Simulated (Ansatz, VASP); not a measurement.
# Two plane-wave programs on Mo

```
Mo
1.0
    -1.61583    1.61583    1.61583
     1.61583   -1.61583    1.61583
     1.61583    1.61583   -1.61583
Mo
1
Direct
  0.00000 0.00000 0.00000
```

Alike in both runs: task relaxation of cell and atoms; functional PBE; k mesh 8 × 8 × 8; no spin polarisation.

|  | VASP | Ansatz |
| --- | --- | --- |
| version | VASP 6.6.1 | Ansatz 0.2.0 |
| potentials or method | VASP PAW PBE potentials, release 64 (Mo_sv), cutoff 500 eV | PAW plane waves |
| occupations | fermi-dirac, width 0.1 eV | fermi-dirac |
| valence electrons in the cell | 14 | 14 |

|  | VASP | Ansatz | Ansatz less VASP |
| --- | --- | --- | --- |
| gap on the k mesh at the Fermi level, each at its own relaxed structure (eV) | none | none | - |
| relaxed volume (Å³/atom) | 15.85 | 15.82 | -0.031 |
| relaxed cell length with the largest relative difference (Å) | 2.741 | 2.739 | -0.0018 |

A gap of «none» marks a metal or a gap that the smearing closes.
